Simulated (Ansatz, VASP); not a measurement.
# CdAg2: VASP beside Ansatz

```xyz
3
Lattice="2.8284 0.0000 0.0000 -1.4142 2.4495 0.0000 0.0000 0.0000 20.6188" Properties=species:S:1:pos:R:3 pbc="T T T"
Ag    0.0000    0.8165    8.0077
Ag    1.4142    1.6330   12.6111
Cd    0.0000    2.4495   10.3094
```

Alike in both runs: task single point; functional LDA; k mesh 13 × 13 × 1; occupations fermi-dirac, width 0.05 eV; no spin polarisation.

|  | VASP | Ansatz |
| --- | --- | --- |
| version | VASP 6.6.1 | Ansatz 0.2.0 |
| potentials or method | VASP PAW LDA potentials, release 64 (Ag, Cd), cutoff 520 eV | all-electron LAPW, scalar-relativistic |

```tsv
	VASP	Ansatz	Ansatz less VASP
rms of the force components (eV/Å)	0.208	0.180	-0.0283
```

LDA's correlation is that of Perdew and Zunger in VASP and of Perdew and Wang (1992) in Ansatz. Ansatz ran all-electron here, and VASP with PAW potentials.
